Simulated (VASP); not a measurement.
A run of VASP 6.6.1:

INCAR

```
  ALGO = Normal
  EDIFF = 1E-7
  ENCUT = 520
  GGA = PE
  ISIF = 2
  ISMEAR = 0
  LASPH = True
  LCHARG = False
  LREAL = False
  LWAVE = False
  NBANDS = 11
  NELM = 100
  PREC = Accurate
  SIGMA = 0.01
```

KPOINTS

```
k-points
0
Gamma
  8 8 8
```

The input POSCAR:

```
BN
1.0
    0.0000000000      1.7458259350      1.7283676756
    1.7458259350      0.0000000000      1.7283676756
    1.7458259350      1.7458259350      0.0000000000
B N
1 1
Direct
    0.0000000000      0.0000000000      0.0000000000
    0.5000000000      0.5000000000      0.5000000000
```

Potentials or basis: VASP PAW PBE potentials, release 64 (B, N).

Run with:

```sh
$ cat potpaw_PBE.64/B/POTCAR potpaw_PBE.64/N/POTCAR > POTCAR
$ mpirun -np 1 vasp_std > vasp.out
```

Hardware: 1 thread of AMD EPYC 7R13, with other jobs on the host.

Question: How long does it take, and how much memory?

Answer: Wall time 12 s on 1 thread of AMD EPYC 7R13 (shared host), peak memory 0.09 GiB. Counts: scf iterations 12, k points 59.
